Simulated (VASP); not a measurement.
# GaN in VASP: further runs, part 2 of 3

VASP 6.6.1. The steps go on from the part before.

### 5 Single point, PBE

Contents of INCAR:

```
SYSTEM = GaN
  PREC = Accurate
  ENCUT = 910
  EDIFF = 1E-6
  ISMEAR = -1
  SIGMA = 0.1379
  LREAL = .FALSE.
  LASPH = .TRUE.
  NELM = 120
  ALGO = Normal
  ISIF = 2
  LWAVE = .FALSE.
  LCHARG = .FALSE.
  GGA = PE
  ISYM = 0
  NBANDS = 76
  GGA_COMPAT = .FALSE.
```

Contents of KPOINTS:

```
Automatic mesh
0
Gamma
  1 1 1
  0.25 0.25 0.25
```

Contents of POSCAR:

```
GaN
1.0
    5.4688290000     -0.0987570000     -0.2611840000
   -0.0987570000      5.7463480000     -0.0120910000
   -0.2611840000     -0.0120910000      5.5829250000
Ga N
7 7
Direct
    1.0821182024      0.9843484556      0.9034018400
    0.6235730235      0.4368163459      0.3381469110
    0.8669324895      0.9567704859      0.4457461290
    0.0502471258      0.5189714529      0.1670924523
    0.5771360599      0.6599072878     -0.1800762784
    0.6355498732      0.1661137377      0.9248487019
    0.1145150748      0.4561768475      0.6469067988
    0.9154229468      0.1777451627      1.1870098459
    0.4513136270      0.3801824567      0.6663898735
    0.2702523940      0.8979205629      0.4536196275
    0.4619871047      0.8969847930      0.5346382198
    0.9410569863      0.6604681262     -0.1363219552
    0.4350509755      0.9165303856      0.0035744924
    0.9023334306      0.1867049591      0.6744624913
```

Command:

```sh
> cat potpaw_PBE.64/Ga_d/POTCAR potpaw_PBE.64/N_h/POTCAR > POTCAR
> mpirun -np 1 vasp_std > vasp.out
```

Wall time 58 s (1 thread of AMD EPYC 7R43 (Zen 3), shared host); peak memory 0.39 GiB.

The run converged. Its results:

| Quantity | Value |
| --- | --- |
| Free energy | -74.8235 eV |
| Pressure | 8.3 GPa |
| Largest force | 5.650 eV/Å |
| Band gap on the k mesh | 0.91 eV |

Forces in eV/Å, atoms in the order of the input:
```
Ga   1.531  0.089  1.826
Ga  -1.330  0.444  0.347
Ga  -0.419 -1.092 -2.558
Ga   0.928 -0.762  1.543
Ga   0.221  0.850  2.033
Ga   0.237  0.849 -0.761
Ga  -0.911  0.149 -0.838
N    0.249 -0.281 -2.153
N    0.360  0.439  0.566
N   -4.434 -0.143 -3.499
N    4.395  0.236  2.168
N   -0.039  0.803 -0.047
N   -0.719 -1.244 -0.908
N   -0.068 -0.337  2.281
```

Stress tensor (GPa, compression positive):
```
 9.05  3.26  3.17
 3.26  3.99  0.49
 3.17  0.49 11.91
```

Levels at points of the mesh, in eV from the valence-band top:
```tsv
k point	band 60	band 61	band 62	band 63	band 64	band 65	band 66	band 67
(0.25, 0.25, 0.25)	-1.84	-1.63	-1.42	0.00	0.91	1.49	1.82	2.24
```

Caveat: the k points lie up to 1.15 Å⁻¹ apart; the cutoff is under 1.25 times the usual one of these potentials, so pressure, stress and relaxed cells hold a basis-set (Pulay) error.

### 6 Single point, PBE

Contents of INCAR:

```
ALGO = Normal
EDIFF = 1E-6
ENCUT = 910
GGA = PE
GGA_COMPAT = F
ISIF = 2
ISMEAR = -1
ISYM = 0
LASPH = T
LCHARG = F
LREAL = F
LWAVE = F
NBANDS = 76
NELM = 120
PREC = Accurate
SIGMA = 0.1379
```

KPOINTS is that of step 5.

Contents of POSCAR:

```
GaN
1.0
    5.4688290000     -0.0987570000     -0.2611840000
   -0.0987570000      5.7463480000     -0.0120910000
   -0.2611840000     -0.0120910000      5.5829250000
Ga N
7 7
Direct
    1.0548774814      0.8126573903      1.0141124877
    0.5107891056      0.4488840336      0.4815870531
    0.7994242134      0.9574585841      0.4323449528
    0.0600473421      0.3320193597      0.1385896911
    0.5196956258      0.6500592082      0.0573029457
    0.6503769537      0.2107206865      0.9149879101
    0.0476713258      0.5085849349      0.5461207679
    0.8626855472      0.0642785528      1.1049290209
    0.3517613759      0.3571288354      0.9103193197
    0.2358136263      0.9090975518      0.5414483706
    0.3614629276      1.0180103110      0.4273856618
    0.8230226785      0.6034172479     -0.0041977506
    0.3759192183      0.9603969097      0.0941367194
    0.7815821309      0.2866833338      0.6056153424
```

Potentials or basis: VASP PAW PBE potentials, release 64 (Ga_d, N_h).

Command:

```sh
> cat potpaw_PBE.64/Ga_d/POTCAR potpaw_PBE.64/N_h/POTCAR > POTCAR
> mpirun -np 1 vasp_std > vasp.out
```

OUTCAR:

```text
EDIFF = 1E-6
   ENCUT = 910
   GGA = PE
   ISIF = 2
   ISMEAR = -1
   ISYM = 0
   LASPH = T
   LREAL = F
   NELM = 120
   PREC = Accurate

 ion  position               nearest neighbor table
   1  0.055  0.813  0.014-  12 1.71   8 1.91  13 1.94   5 2.73   4 2.85
   2  0.511  0.449  0.482-  14 1.86   7 2.63   5 2.65   6 2.84
   3  0.799  0.957  0.432-   8 1.99  14 2.13
   4  0.060  0.332  0.139-   8 1.85   9 2.14  12 2.17   7 2.50   6 2.54   1 2.85
   5  0.520  0.650  0.057-  12 1.76  13 1.99   9 2.02   2 2.65   1 2.73   6 2.78
   6  0.650  0.211  0.915-   8 1.74   9 1.86  14 1.98   4 2.54   5 2.78   2 2.84
   7  0.048  0.509  0.546-  14 1.96   4 2.50   2 2.63
   8  0.863  0.064  0.105-   6 1.74   4 1.85   1 1.91   3 1.99
   9  0.352  0.357  0.910-   6 1.86   5 2.02   4 2.14
  10  0.236  0.909  0.541-  11 1.15
  11  0.361  0.018  0.427-  10 1.15
  12  0.823  0.603  0.996-   1 1.71   5 1.76   4 2.17
  13  0.376  0.960  0.094-   1 1.94   5 1.99
  14  0.782  0.287  0.606-   2 1.86   7 1.96   6 1.98   3 2.13

IMPORTANT INFORMATION: All symmetrisations will be switched off!
NOSYMM: (Re-)initialisation of all symmetry stuff for point group C_1.

----------------------------------------------------------------------------------------

                                     Primitive cell

  volume of cell :     175.0000

  direct lattice vectors                    reciprocal lattice vectors
     5.468829000 -0.098757000 -0.261184000     0.183321640  0.003168634  0.008583134
    -0.098757000  5.746348000 -0.012091000     0.003168634  0.174079133  0.000525242
    -0.261184000 -0.012091000  5.582925000     0.008583134  0.000525242  0.179520256

  length of vectors
     5.475952945  5.747209277  5.589044179     0.183549814  0.174108761  0.179726093

  position of ions in fractional coordinates (direct lattice)
     0.054877481  0.812657390  0.014112488
     0.510789106  0.448884034  0.481587053
     0.799424213  0.957458584  0.432344953
     0.060047342  0.332019360  0.138589691
     0.519695626  0.650059208  0.057302946
     0.650376954  0.210720686  0.914987910
     0.047671326  0.508584935  0.546120768
     0.862685547  0.064278553  0.104929021
     0.351761376  0.357128835  0.910319320
     0.235813626  0.909097552  0.541448371
     0.361462928  0.018010311  0.427385662
     0.823022679  0.603417248  0.995802249
     0.375919218  0.960396910  0.094136719
     0.781582131  0.286683334  0.605615342

  ion indices of the primitive-cell ions
   primitive index   ion index
                 1           1
                 2           2
                 3           3
                 4           4
                 5           5
                 6           6
                 7           7
                 8           8
                 9           9
                10          10
                11          11
                12          12
                13          13
                14          14

----------------------------------------------------------------------------------------

 KPOINTS: Automatic mesh

Automatic generation of k-mesh.
 Grid dimensions read from file:
 generate k-points for:    1    1    1

 Generating k-lattice:

  Cartesian coordinates                     Fractional coordinates (reciprocal lattice)
     0.183321640  0.003168634  0.008583134     1.000000000  0.000000000  0.000000000
     0.003168634  0.174079133  0.000525242     0.000000000  1.000000000  0.000000000
     0.008583134  0.000525242  0.179520256    -0.000000000  0.000000000  1.000000000

  Length of vectors
     0.183549814  0.174108761  0.179726093

  Shift w.r.t. Gamma in fractional coordinates (k-lattice)
     0.250000000  0.250000000  0.250000000

 Subroutine IBZKPT returns following result:
 ===========================================

 Found      1 irreducible k-points:

 Following reciprocal coordinates:
            Coordinates               Weight
  0.250000  0.250000  0.250000      2.000000
   k-points           NKPTS =      1   k-points in BZ     NKDIM =      1   number of bands    NBANDS=     76
   number of dos      NEDOS =    301   number of ions     NIONS =     14
   total plane-waves  NPLWV = 181440
   dimension x,y,z NGX =    54 NGY =   60 NGZ =   56
   dimension x,y,z NGXF=   108 NGYF=  120 NGZF=  112
   ions per type =               7   7
   NGX,Y,Z   is equivalent  to a cutoff of  16.39, 17.36, 16.66 a.u.
   NGXF,Y,Z  is equivalent  to a cutoff of  32.79, 34.71, 33.31 a.u.
 SYSTEM =  unknown system
   PREC   = accura    normal or accurate (medium, high low for compatibility)
   ISTART =      0    job   : 0-new  1-cont  2-samecut
   ICHARG =      2    charge: 1-file 2-atom 10-const
   ISPIN  =      1    spin polarized calculation?
   LNONCOLLINEAR =      F non collinear calculations
   LSORBIT =      F    spin-orbit coupling
   LASPH  =      T    aspherical Exc in radial PAW
   ENCUT  =  910.0 eV  66.88 Ry    8.18 a.u.  13.47 14.14 13.75*2*pi/ulx,y,z
   NELM   =    120;   NELMIN=  2; NELMDL= -5     # of ELM steps
   EDIFF  = 0.1E-05   stopping-criterion for ELM
   LREAL  =      F    real-space projection
   EDIFFG = 0.1E-04   stopping-criterion for IOM
   NSW    =      0    number of steps for IOM
   IBRION =     -1    ionic relax: 0-MD 1-quasi-New 2-CG
   NFREE  =      0    steps in history (QN), initial steepest desc. (CG)
   ISIF   =      2    stress and relaxation
   ISYM   =      0    0-nonsym 1-usesym 2-fastsym
   POTIM  = 0.5000    time-step for ionic-motion
   TEBEG  =    0.0;   TEEND  =   0.0 temperature during run
   PSTRESS=    0.0 pullay stress
   NELECT =     126.0000    total number of electrons
   NUPDOWN=      -1.0000    fix difference up-down
   EMIN   =  10.00;   EMAX   =-10.00  energy-range for DOS
   EFERMI =   0.00;   METHOD = LEGACY
   ISMEAR =    -1;   SIGMA  =   0.14  broadening in eV -4-tet -1-fermi 0-gaus
   EFERMI_NEDOS =   21; number of points for ismear=-14 and -15
   IALGO  =     38    algorithm
   IMIX   =      4    mixing-type and parameters
     AMIX     =   0.40;   BMIX     =  1.00
     AMIX_MAG =   1.60;   BMIX_MAG =  1.00
  volume/ion in A,a.u.               =      12.50        84.35
  Fermi-wavevector in a.u.,A,eV,Ry     =   1.467300  2.772796 29.292938  2.152970
  Thomas-Fermi vector in A             =   2.582935
   LORBIT       =      0    0 simple, 1 ext, 2 COOP (PROOUT), +10 PAW based schemes
   GGA     = PE    functional components
   LHFCALC =     F    Hartree Fock is set to
   AEXX    =    0.0000 exact exchange contribution
   IVDW    =     0    specifies the selected vdW correction
   LEPSILON=     F    determine dielectric tensor
   LRPA    =     F    only Hartree local field effects (RPA)
 non-spin polarized calculation
  energy-cutoff  :      910.00
  volume of cell :      175.00
 maximum number of plane-waves:     10898
 NGX is ok and might be reduce to    54
   NGX = 27   NGY = 29   NGZ = 27

 number of electron     126.0000007 magnetization

 Free energy of the ion-electron system (eV)
  ---------------------------------------------------
  ext. energy  EPLUGINS =         0.00000000
  ---------------------------------------------------
  free energy    TOTEN  =       -71.73041340 eV

  energy without entropy =      -71.63631423  energy(sigma->0) =      -71.68336381

 E-fermi :   6.2476     XC(G=0): -11.2846

 val. band max:        5.8043578711   @ k =   0.2500   0.2500   0.2500
 cond. band min:       6.6907680527   @ k =   0.2500   0.2500   0.2500
 fundamental gap:      0.8864101817
 Fermi energy:         6.2475599538

 k-point     1 :       0.2500    0.2500    0.2500
  band No.  band energies     occupation
      1     -16.6920      2.00000
      2     -11.5767      2.00000
      3     -10.9020      2.00000
      4     -10.3760      2.00000
      5      -9.9102      2.00000
      6      -9.5943      2.00000
[... 67 lines left out ...]
     74      11.2178      0.00000
     75      11.5175      0.00000
 [bands above 75 left out]

------------------------ aborting loop because EDIFF is reached ----------------------------------------

  FORCE on cell =-STRESS in cart. coord.  units (eV):
  Direction    XX          YY          ZZ          XY          YZ          ZX
  --------------------------------------------------------------------------------------
  -------------------------------------------------------------------------------------
  Total       21.2049704     14.9637259      9.9923462      3.2504043      1.7833716      3.9723031
  in kB      194.1378645    136.9973996     91.4829267     29.7584261     16.3273022     36.3676267
  external PRESSURE =     140.8727303 kB  Pullay stress =       0.0000000 kB

 VOLUME and BASIS-vectors are now :
 -----------------------------------------------------------------------------
  energy-cutoff  :      910.00
  volume of cell :      175.00
      direct lattice vectors                 reciprocal lattice vectors
     5.468829000 -0.098757000 -0.261184000     0.183321640  0.003168634  0.008583134
    -0.098757000  5.746348000 -0.012091000     0.003168634  0.174079133  0.000525242
    -0.261184000 -0.012091000  5.582925000     0.008583134  0.000525242  0.179520256

 POSITION                                       TOTAL-FORCE (eV/Angst)
 -----------------------------------------------------------------------------------
      0.21617      4.66422      0.05463         2.631187      3.061233     -0.088508
      2.62331      2.52318      2.54983        -0.500049      1.239196      0.086048
      4.16444      5.41771      2.19338        -0.228173      0.326149      0.992207
      0.25940      1.90029      0.75404         2.657178      1.471836     -0.429192
      2.76296      3.68345      0.17632        -2.511727      0.854177      0.519122
      3.29701      1.13558      4.93589        -2.848972      0.306947     -2.042319
      0.06784      2.91120      3.03035        -0.013759     -0.422189      0.209947
      4.68413      0.28290      0.35971         1.381199     -1.327567      1.734031
      1.65069      2.00644      4.98605        -1.656746      1.861642      0.181788
      1.05843      5.19416      2.95028        -1.063482     -1.082083      1.365631
      1.86337      0.06263      2.29144         1.072695      1.615195     -0.092420
      4.18129      3.37413      5.33723         0.992208     -3.600292     -0.669298
      1.93641      5.48051      0.41576        -0.798444     -2.932746     -1.458012
      4.08785      1.56287      3.17350         0.886885     -1.371497     -0.309025
 -----------------------------------------------------------------------------------
    total drift:                               -0.000659     -0.000083      0.000337

  FREE ENERGIE OF THE ION-ELECTRON SYSTEM (eV)
  ---------------------------------------------------
  free  energy   TOTEN  =       -71.7304133977 eV

  energy  without entropy=      -71.6363142298  energy(sigma->0) =      -71.68336381
```

Wall time 53 s (1 thread of Intel Xeon 6975P-C (Granite Rapids), shared host); peak memory 0.42 GiB.

Results:

- Free energy: -71.7304 eV
- Pressure: 14.1 GPa
- Largest force: 4.038 eV/Å
- Band gap on the k mesh: 0.89 eV

Forces on the atoms (eV/Å):
```
Ga   2.631  3.061 -0.089
Ga  -0.500  1.239  0.086
Ga  -0.228  0.326  0.992
Ga   2.657  1.472 -0.429
Ga  -2.512  0.854  0.519
Ga  -2.849  0.307 -2.042
Ga  -0.014 -0.422  0.210
N    1.381 -1.328  1.734
N   -1.657  1.862  0.182
N   -1.063 -1.082  1.366
N    1.073  1.615 -0.092
N    0.992 -3.600 -0.669
N   -0.798 -2.933 -1.458
N    0.887 -1.371 -0.309
```

Stress tensor (GPa, compression positive):
```
19.41  2.98  3.64
 2.98 13.70  1.63
 3.64  1.63  9.15
```

Caveat: the k points lie up to 1.15 Å⁻¹ apart; the cutoff is under 1.25 times the usual one of these potentials, so pressure, stress and relaxed cells hold a basis-set (Pulay) error.

(Continued in part 3 of 3.)
